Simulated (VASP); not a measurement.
Write the native input for VASP 6.6.1 that does the following.

```yaml
Task: single point
Functional: PBE
Potentials_or_basis: VASP PAW PBE potentials, release 64 (Bi_d)
Cutoff: 520 eV
k_mesh: 6 × 6 × 6
Occupations: fermi-dirac, width 0.1 eV
Spin: no spin polarisation
Dipole_correction: no
Further_INCAR_settings: ALGO = Normal; EDIFF = 1e-06; NBANDS = 22
```

The structure of Bi lies in POSCAR:

```
Bi
1.0
    0.0000000000      3.2638651753      3.2638651753
    3.2638651753      0.0000000000      3.2638651753
    3.2638651753      3.2638651753      0.0000000000
Bi
2
Direct
    0.0000000000      0.0000000000      0.0000000000
    0.2500000000      0.2500000000      0.2500000000
```

These files were run (other wordings do the same):

INCAR

```
  ALGO = Normal
  EDIFF = 1E-6
  ENCUT = 520
  GGA = PE
  ISIF = 2
  ISMEAR = -1
  LASPH = T
  LCHARG = F
  LREAL = F
  LWAVE = F
  NBANDS = 22
  NELM = 100
  PREC = Accurate
  SIGMA = 0.1
```

KPOINTS

```
k-points
0
Gamma
  6 6 6
```

Potentials or basis: VASP PAW PBE potentials, release 64 (Bi_d).

The run is started by

```bash
$ cat potpaw_PBE.64/Bi_d/POTCAR > POTCAR
$ mpirun -np 1 vasp_std > vasp.out
```

It gave:

```json
{"Pressure": "19.9 GPa", "Band gap on the k mesh": "zero (band 15 reaches 7.33 eV, above the bottom of band 16 at 6.09 eV)"}
```

Caveat: spin-orbit coupling is left out, which moves the levels of the heavy elements.

It took 23 s on 1 thread of Intel(R) Xeon(R) Platinum 8259CL CPU @ 2.50GHz (Skylake/Cascade Lake) (shared host), peak memory 0.2 GiB.
